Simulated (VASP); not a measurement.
A run of VASP 6.6.1 is set up as follows.

Contents of INCAR:

```
  PREC = Accurate
  ENCUT = 520
  EDIFF = 1E-6
  ISMEAR = 0
  SIGMA = 0.1
  LREAL = F
  LASPH = T
  NELM = 100
  ALGO = Fast
  ISIF = 2
  LWAVE = F
  LCHARG = T
  GGA = PE
  LELF = T
  LVHAR = T
  NBANDS = 12
```

KPOINTS

```
Automatic mesh
0
Gamma
  14 14 14
```

Contents of POSCAR:

```
Ta
1.0
   -1.6595059331      1.6595059331      1.6595059331
    1.6595059331     -1.6595059331      1.6595059331
    1.6595059331      1.6595059331     -1.6595059331
Ta
1
Direct
    0.0000000000      0.0000000000      0.0000000000
```

Potentials or basis: VASP PAW PBE potentials, release 64 (Ta_pv).

Run with:

```sh
$ cat potpaw_PBE.64/Ta_pv/POTCAR > POTCAR
$ mpirun -np 1 vasp_std > vasp.out
```

Problem. Predict the pressure.

Solution. 0.1 GPa.
